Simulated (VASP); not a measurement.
# AlAs (I-4m2) in VASP: a series of runs

Runs on AlAs. Level: PBEsol. Tasks: single point, relaxation of the atoms.

Program: VASP 6.6.1. These are calculated values, not measurements. Logs are shortened: lines on timing, memory, paths and dates and some standing lists are left out, and cuts for length are marked.

### Step 1. The cell of the first run

It takes space group I-4m2 (No. 119, tetragonal). The conventional cell has a = 3.972 Å, b = 3.972 Å, c = 5.731 Å, α = 90.00°, β = 90.00°, γ = 90.00°. Al (site symmetry -4m2) has 4 As at 2.45 Å within 3.2 Å. As (site symmetry -4m2) has 4 Al at 2.45 Å within 3.2 Å.

### Step 2. Single point, PBEsol

File INCAR:

```
SYSTEM = AlAs
PREC     = Accurate       ! precision mode
ENCUT    = 500            ! plane-wave cutoff, eV
EDIFF    = 1E-6           ! SCF threshold, eV
ISMEAR   = 0              ! smearing method
SIGMA    = 0.01           ! smearing width, eV
LREAL    = .False.        ! projectors in reciprocal space
LASPH    = .True.         ! aspherical terms in the spheres
NELM     = 120            ! most SCF steps
ALGO     = Normal         ! electronic algorithm
ISIF     = 2              ! what is computed and relaxed
LWAVE    = .False.        ! write WAVECAR
LCHARG   = .False.        ! write CHGCAR
GGA      = PS             ! functional
NBANDS   = 11             ! bands
GGA_COMPAT= .False.
```

File KPOINTS:

```
regular mesh
0
Gamma
  8 8 8
  0 0 0
```

File POSCAR:

```
AlAs
1.0
    0.0000000000      2.8089260316      2.8655862332
    2.8089260316      0.0000000000      2.8655862332
    2.8089260316      2.8089260316      0.0000000000
Al As
1 1
Direct
    0.0000000000      0.0000000000      0.0000000000
    0.2500000000      0.2500000000      0.2500000000
```

Potentials or basis: VASP PAW PBE potentials, release 64 (Al, As).

Launch:

```
$ cat potpaw_PBE.64/Al/POTCAR potpaw_PBE.64/As/POTCAR > POTCAR
$ mpirun -np 1 vasp_std > vasp.out
```

OUTCAR:

```text
SYSTEM = AlAs
   PREC = Accurate
   ENCUT = 500
   EDIFF = 1E-6
   ISMEAR = 0
   LREAL = .False.
   LASPH = .True.
   NELM = 120
   ISIF = 2
   GGA = PS

 ion  position               nearest neighbor table
   1  0.000  0.000  0.000-   2 2.45   2 2.45   2 2.45   2 2.45
   2  0.250  0.250  0.250-   1 2.45   1 2.45   1 2.45   1 2.45

  LATTYP: Found a body centered tetragonal cell.
 ALAT       =     3.9724212896
 C/A-ratio  =     1.4427403462

  Lattice vectors:

 A1 = (  -2.8089260316,   0.0000000000,   2.8655862332)
 A2 = (   2.8089260316,   0.0000000000,   2.8655862332)
 A3 = (   0.0000000000,   2.8089260316,  -2.8655862332)

Analysis of symmetry for initial positions (statically):
=====================================================================
 Subroutine PRICEL returns:
 Original cell was already a primitive cell.

 Routine SETGRP: Setting up the symmetry group for a
 body centered tetragonal supercell.

 Subroutine GETGRP returns: Found  8 space group operations
 (whereof  8 operations were pure point group operations)
 out of a pool of 16 trial point group operations.

The static configuration has the point symmetry D_2d.

Analysis of symmetry for dynamics (positions and initial velocities):
=====================================================================
 Subroutine PRICEL returns:
 Original cell was already a primitive cell.

 Routine SETGRP: Setting up the symmetry group for a
 body centered tetragonal supercell.

 Subroutine GETGRP returns: Found  8 space group operations
 (whereof  8 operations were pure point group operations)
 out of a pool of 16 trial point group operations.

The dynamic configuration has the point symmetry D_2d.

 Subroutine INISYM returns: Found  8 space group operations
 (whereof  8 operations are pure point group operations),
 and found     1 'primitive' translations

----------------------------------------------------------------------------------------

                                     Primitive cell

  volume of cell :      45.2193

  direct lattice vectors                    reciprocal lattice vectors
     0.000000000  2.808926032  2.865586233    -0.178003975  0.178003975  0.174484367
     2.808926032  0.000000000  2.865586233     0.178003975 -0.178003975  0.174484367
     2.808926032  2.808926032  0.000000000     0.178003975  0.178003975 -0.174484367

  length of vectors
     4.012686122  4.012686122  3.972421290     0.306293364  0.306293364  0.306293364

  position of ions in fractional coordinates (direct lattice)
     0.000000000  0.000000000  0.000000000
[... 88 lines left out ...]
   PSTRESS=    0.0 pullay stress
   NELECT =       8.0000    total number of electrons
   NUPDOWN=      -1.0000    fix difference up-down
   EMIN   =  10.00;   EMAX   =-10.00  energy-range for DOS
   EFERMI =   0.00;   METHOD = LEGACY
   ISMEAR =     0;   SIGMA  =   0.01  broadening in eV -4-tet -1-fermi 0-gaus
   EFERMI_NEDOS =   21; number of points for ismear=-14 and -15
   IALGO  =     38    algorithm
   IMIX   =      4    mixing-type and parameters
     AMIX     =   0.40;   BMIX     =  1.00
     AMIX_MAG =   1.60;   BMIX_MAG =  1.00
  volume/ion in A,a.u.               =      22.61       152.58
  Fermi-wavevector in a.u.,A,eV,Ry     =   0.919031  1.736717 11.491724  0.844618
  Thomas-Fermi vector in A             =   2.044179
   LORBIT       =      0    0 simple, 1 ext, 2 COOP (PROOUT), +10 PAW based schemes
   GGA     = PS    functional components
   LHFCALC =     F    Hartree Fock is set to
   AEXX    =    0.0000 exact exchange contribution
   IVDW    =     0    specifies the selected vdW correction
   LEPSILON=     F    determine dielectric tensor
   LRPA    =     F    only Hartree local field effects (RPA)
 non-spin polarized calculation
 Gauss-broadening in eV      SIGMA  =   0.01
  energy-cutoff  :      500.00
  volume of cell :       45.22
 maximum number of plane-waves:      1168
 NGX is ok and might be reduce to    30
   NGX = 15   NGY = 15   NGZ = 15

 number of electron       8.0000000 magnetization

 Free energy of the ion-electron system (eV)
  ---------------------------------------------------
  ext. energy  EPLUGINS =         0.00000000
  ---------------------------------------------------
  free energy    TOTEN  =       -10.06073400 eV

  energy without entropy =      -10.06073400  energy(sigma->0) =      -10.06073400

 E-fermi :   3.9352     XC(G=0):  -9.2070

 val. band max:        3.8609546914   @ k =   0.0000   0.0000   0.0000
 cond. band min:       5.1093583100   @ k =   0.5000   0.0000   0.5000
 fundamental gap:      1.2484036186
 Fermi energy:         3.9352315094

 k-point     1 :       0.0000    0.0000    0.0000
  band No.  band energies     occupation
      1      -8.0760      2.00000
      2       3.7600      2.00000
      3       3.8610      2.00000
      4       3.8610      2.00000
      5       5.8262      0.00000
      6       8.0867      0.00000
      7       8.0867      0.00000
      8       8.1163      0.00000
      9      12.5513      0.00000
     10      12.6341      0.00000
     11      13.0084      0.00000
[... 309 lines left out ...]
 k-point    24 :       0.3750    0.0000    0.1250
  band No.  band energies     occupation
      1      -6.9990      2.00000
      2      -0.6596      2.00000
      3       2.5074      2.00000
      4       2.6882      2.00000
      5       6.8050      0.00000
      6       8.3769      0.00000
      7       9.4290      0.00000
      8       9.9350      0.00000
      9      12.9031      0.00000
     10      14.0880      0.00000
     11      14.3192      0.00000

 [... further k-points ...]

------------------------ aborting loop because EDIFF is reached ----------------------------------------

  FORCE on cell =-STRESS in cart. coord.  units (eV):
  Direction    XX          YY          ZZ          XY          YZ          ZX
  --------------------------------------------------------------------------------------
  -------------------------------------------------------------------------------------
  Total        0.3936240      0.3936240      0.0814170      0.0000000      0.0000000      0.0000000
  in kB       13.9465915     13.9465915      2.8847076      0.0000000      0.0000000      0.0000000
  external PRESSURE =      10.2592968 kB  Pullay stress =       0.0000000 kB

 VOLUME and BASIS-vectors are now :
 -----------------------------------------------------------------------------
  energy-cutoff  :      500.00
  volume of cell :       45.22
      direct lattice vectors                 reciprocal lattice vectors
     0.000000000  2.808926032  2.865586233    -0.178003975  0.178003975  0.174484367
     2.808926032  0.000000000  2.865586233     0.178003975 -0.178003975  0.174484367
     2.808926032  2.808926032  0.000000000     0.178003975  0.178003975 -0.174484367

 POSITION                                       TOTAL-FORCE (eV/Angst)
 -----------------------------------------------------------------------------------
      0.00000      0.00000      0.00000         0.000000      0.000000      0.000000
      1.40446      1.40446      1.43279        -0.000000     -0.000000     -0.000000
 -----------------------------------------------------------------------------------
    total drift:                                0.000000      0.000000     -0.000000

  FREE ENERGIE OF THE ION-ELECTRON SYSTEM (eV)
  ---------------------------------------------------
  free  energy   TOTEN  =       -10.0607339977 eV

  energy  without entropy=      -10.0607339977  energy(sigma->0) =      -10.06073400
```

stdout:

```text
POSCAR found type information on POSCAR AlAs
 POSCAR found :  2 types and       2 ions
 scaLAPACK will be used
 -----------------------------------------------------------------------------
|                                                                             |
|                                                                             |
|     You enforced a specific xc type in the INCAR file but a different       |
|     I HOPE YOU KNOW WHAT YOU ARE DOING!                                     |
|                                                                             |
 -----------------------------------------------------------------------------

 LDA part: xc-table for (Slater+PW92), standard interpolation
 POSCAR, INCAR and KPOINTS ok, starting setup
 FFT: planning ... GRIDC
 FFT: planning ... GRID_SOFT
 FFT: planning ... GRID
 WAVECAR not read
 entering main loop
```

Run time: 15 s. Hardware: 1 thread of Intel Xeon Platinum 8559C (Emerald Rapids), shared host; peak memory 0.18 GiB.

What came out:

- Free energy: -10.0607 eV
- Pressure: 1.0 GPa
- Band gap on the k mesh: 1.25 eV (least direct gap 1.97 eV)

Caveat: the PAW data sets were made with another functional, which shifts forces and pressure a little. A k mesh can miss the band edges.

### Step 3. Relaxation of the atoms, PBEsol (strained cell)

File INCAR:

```
ALGO = Normal ; EDIFF = 1E-7
EDIFFG = -0.002 ; ENCUT = 450
GGA = PS ; GGA_COMPAT = F
IBRION = 2 ; ISIF = 2
ISMEAR = 0 ; LASPH = T
LCHARG = F ; LREAL = F
LWAVE = F ; NELM = 120
NELMIN = 4 ; NSW = 60
PREC = Accurate ; SIGMA = 0.02
```

File KPOINTS:

```
k-points
0
Gamma
  8 8 8
```

File POSCAR:

```
AlAs
1.0
    0.0000000000      2.8089260316      2.8629630048
    2.8089260316      0.0000000000      2.8629630048
    2.8089260316      2.8089260316      0.0000000000
Al As
1 1
Direct
    0.0000000000      0.0000000000      0.0000000000
    0.2500000000      0.2500000000      0.2500000000
```

Potentials or basis: VASP PAW PBE potentials, release 64 (Al, As).

Launch:

```
$ cat potpaw_PBE.64/Al/POTCAR potpaw_PBE.64/As/POTCAR > POTCAR
$ mpirun -np 1 vasp_std > vasp.out
```

OUTCAR:

```text
EDIFF = 1E-7
   EDIFFG = -0.002
   ENCUT = 450
   GGA = PS
   IBRION = 2
   ISIF = 2
   ISMEAR = 0
   LASPH = T
   LREAL = F
   NELM = 120
   NELMIN = 4
   NSW = 60
   PREC = Accurate

 ion  position               nearest neighbor table
   1  0.000  0.000  0.000-   2 2.45   2 2.45   2 2.45   2 2.45
   2  0.250  0.250  0.250-   1 2.45   1 2.45   1 2.45   1 2.45

  LATTYP: Found a body centered tetragonal cell.
 ALAT       =     3.9724212896
 C/A-ratio  =     1.4414196260

  Lattice vectors:

[... 453 lines left out ...]

  FORCE on cell =-STRESS in cart. coord.  units (eV):
  Direction    XX          YY          ZZ          XY          YZ          ZX
  --------------------------------------------------------------------------------------
  -------------------------------------------------------------------------------------
  Total        0.4060896      0.4060896      0.1091759      0.0000000      0.0000000     -0.0000000
  in kB       14.4014462     14.4014462      3.8717835      0.0000000      0.0000000     -0.0000000
  external PRESSURE =      10.8915586 kB  Pullay stress =       0.0000000 kB

 VOLUME and BASIS-vectors are now :
 -----------------------------------------------------------------------------
  energy-cutoff  :      450.00
  volume of cell :       45.18
      direct lattice vectors                 reciprocal lattice vectors
     0.000000000  2.808926032  2.862963005    -0.178003975  0.178003975  0.174644241
     2.808926032  0.000000000  2.862963005     0.178003975 -0.178003975  0.174644241
     2.808926032  2.808926032  0.000000000     0.178003975  0.178003975 -0.174644241

 POSITION                                       TOTAL-FORCE (eV/Angst)
 -----------------------------------------------------------------------------------
      0.00000      0.00000      0.00000        -0.000000     -0.000000     -0.000000
      1.40446      1.40446      1.43148         0.000000      0.000000      0.000000
 -----------------------------------------------------------------------------------
    total drift:                                0.000000      0.000000      0.000000

  FREE ENERGIE OF THE ION-ELECTRON SYSTEM (eV)
  ---------------------------------------------------
  free  energy   TOTEN  =       -10.0604642167 eV

  energy  without entropy=      -10.0604642167  energy(sigma->0) =      -10.06046422

 reached required accuracy - stopping structural energy minimisation
```

OSZICAR:

```text
N       E                     dE             d eps       ncg     rms          rms(c)
DAV:   1     0.116940814836E+02    0.11694E+02   -0.27922E+03   960   0.654E+02
DAV:   2    -0.982412412988E+01   -0.21518E+02   -0.20571E+02  1272   0.841E+01
DAV:   3    -0.103274805366E+02   -0.50336E+00   -0.50336E+00  1184   0.175E+01
DAV:   4    -0.103297637522E+02   -0.22832E-02   -0.22832E-02  1520   0.129E+00
DAV:   5    -0.103297698859E+02   -0.61337E-05   -0.61337E-05  1208   0.488E-02    0.328E+00
DAV:   6    -0.101100390060E+02    0.21973E+00   -0.41583E-01  1032   0.291E+00    0.187E+00
DAV:   7    -0.100621988564E+02    0.47840E-01   -0.19069E-01  1240   0.209E+00    0.663E-01
DAV:   8    -0.100603671887E+02    0.18317E-02   -0.97511E-03   976   0.595E-01    0.901E-02
DAV:   9    -0.100604151318E+02   -0.47943E-04   -0.31702E-04  1400   0.135E-01    0.492E-02
DAV:  10    -0.100604627050E+02   -0.47573E-04   -0.55721E-05  1176   0.533E-02    0.646E-03
DAV:  11    -0.100604642730E+02   -0.15680E-05   -0.67039E-06  1264   0.146E-02    0.337E-03
DAV:  12    -0.100604642039E+02    0.69120E-07   -0.11735E-06  1200   0.603E-03    0.164E-03
DAV:  13    -0.100604642167E+02   -0.12837E-07   -0.37849E-08   648   0.138E-03
   1 F= -.10060464E+02 E0= -.10060464E+02  d E =-.100605E+02
```

It took 11 s on 1 thread of Intel Xeon Platinum 8559C (Emerald Rapids), shared host; peak memory 0.16 GiB.

What came out:

```yaml
Free_energy: -10.0605 eV
Pressure_after_relaxing: 1.1 GPa
Band_gap_on_the_k_mesh: 1.25 eV (least direct gap 1.97 eV)
```

Final structure:
```
Al As
1.0
     0.00000    2.80893    2.86296
     2.80893    0.00000    2.86296
     2.80893    2.80893    0.00000
Al As
1 1
Direct
  0.00000 0.00000 0.00000
  0.25000 0.25000 0.25000
```

Caveat: the cell differs from its parent crystal (strained cell); the relaxation stopped at its first step, so nothing moved; the PAW data sets were made with another functional, which shifts forces and pressure a little. A k mesh can miss the band edges.

### Step 4. Relaxation of the atoms, PBEsol (strained cell)

File INCAR:

```
SYSTEM = AlAs
  PREC = Accurate
  ENCUT = 450
  EDIFF = 1E-7
  ISMEAR = 0
  SIGMA = 0.02
  LREAL = .FALSE.
  LASPH = .TRUE.
  NELM = 120
  ALGO = Normal
  ISIF = 2
  LWAVE = .FALSE.
  LCHARG = .FALSE.
  GGA = PS
  IBRION = 2
  NSW = 60
  EDIFFG = -0.002
  GGA_COMPAT = .FALSE.
  NELMIN = 4
```

File KPOINTS:

```
Automatic mesh
0
G
  8 8 8
  0 0 0
```

File POSCAR:

```
AlAs
1.0
    0.0000000000      2.8089260316      2.8655862332
    2.8089260316      0.0000000000      2.8655862332
    2.8089260316      2.8089260316      0.0000000000
Al As
1 1
Direct
    0.0000000000      0.0000000000      0.0000000000
    0.2500000000      0.2500000000      0.2500000000
```

Launch:

```
$ cat potpaw_PBE.64/Al/POTCAR potpaw_PBE.64/As/POTCAR > POTCAR
$ mpirun -np 1 vasp_std > vasp.out
```

Run time: 11 s. Hardware: 1 thread of Intel Xeon Platinum 8559C (Emerald Rapids), shared host; peak memory 0.16 GiB.

It converged, with:

* Free energy: -10.0606 eV
* Pressure after relaxing: 1.0 GPa
* Band gap on the k mesh: 1.25 eV (least direct gap 1.97 eV)

Stress tensor (GPa, compression positive):
```
1.39 0.00 0.00
0.00 1.39 0.00
0.00 0.00 0.28
```

Final structure:
```cif
data_structure
_symmetry_space_group_name_H-M 'P 1'
_symmetry_Int_Tables_number 1
_cell_length_a 4.0127
_cell_length_b 4.0127
_cell_length_c 3.9724
_cell_angle_alpha 60.331
_cell_angle_beta 60.331
_cell_angle_gamma 59.337
_cell_volume 45.22
loop_
_atom_site_label
_atom_site_type_symbol
_atom_site_fract_x
_atom_site_fract_y
_atom_site_fract_z
_atom_site_occupancy
Al1 Al 0.00000 0.00000 0.00000 1
As1 As 0.25000 0.25000 0.25000 1
```

Levels at points of the mesh, in eV from the valence-band top:
| k point | band 1 | band 2 | band 3 | band 4 | band 5 | band 6 | band 7 | band 8 |
| --- | --- | --- | --- | --- | --- | --- | --- | --- |
| (0.00, 0.00, 0.00) | -11.94 | -0.10 | 0.00 | 0.00 | 1.97 | 4.23 | 4.23 | 4.26 |
| (0.50, 0.00, 0.00) | -10.50 | -5.65 | -0.94 | -0.78 | 2.05 | 4.53 | 4.68 | 7.55 |
| (0.50, 0.50, 0.00) | -9.99 | -5.57 | -2.14 | -2.14 | 1.35 | 2.31 | 10.29 | 10.29 |
| (0.50, 0.00, 0.50) | -9.93 | -5.44 | -2.27 | -2.27 | 1.25 | 2.12 | 10.05 | 10.43 |

Caveat: the cell differs from its parent crystal (strained cell); the relaxation stopped at its first step, so nothing moved; the PAW data sets were made with another functional, which shifts forces and pressure a little. A k mesh can miss the band edges.

### Step 5. Summary

| task | cell | cutoff (eV) | smearing | gap on the mesh (eV) | pressure (GPa) |
| --- | --- | --- | --- | --- | --- |
| single point | a = 4.013, b = 4.013, c = 3.972 Å, angles 60.3, 60.3, 59.3°, 2 atoms | 500 | gaussian 0.01 eV | 1.25 | 1.0 |
| relaxation of the atoms | atoms relaxed from a = 4.011, b = 4.011, c = 3.972 Å, angles 60.3, 60.3, 59.4°, 2 atoms | 450 | gaussian 0.02 eV | 1.25 | 1.1 |
| relaxation of the atoms | atoms relaxed from a = 4.013, b = 4.013, c = 3.972 Å, angles 60.3, 60.3, 59.3°, 2 atoms | 450 | gaussian 0.02 eV | 1.25 | 1.0 |

Alike in all rows: level PBEsol; potentials or basis VASP PAW PBE potentials, release 64 (Al, As); no spin polarisation; k mesh 8 × 8 × 8.

Caveats: the PAW data sets were made with another functional, which shifts forces and pressure a little; the relaxation stopped at its first step, so nothing moved (at least some runs).

Absolute energies hang on the potentials; compare differences alone.
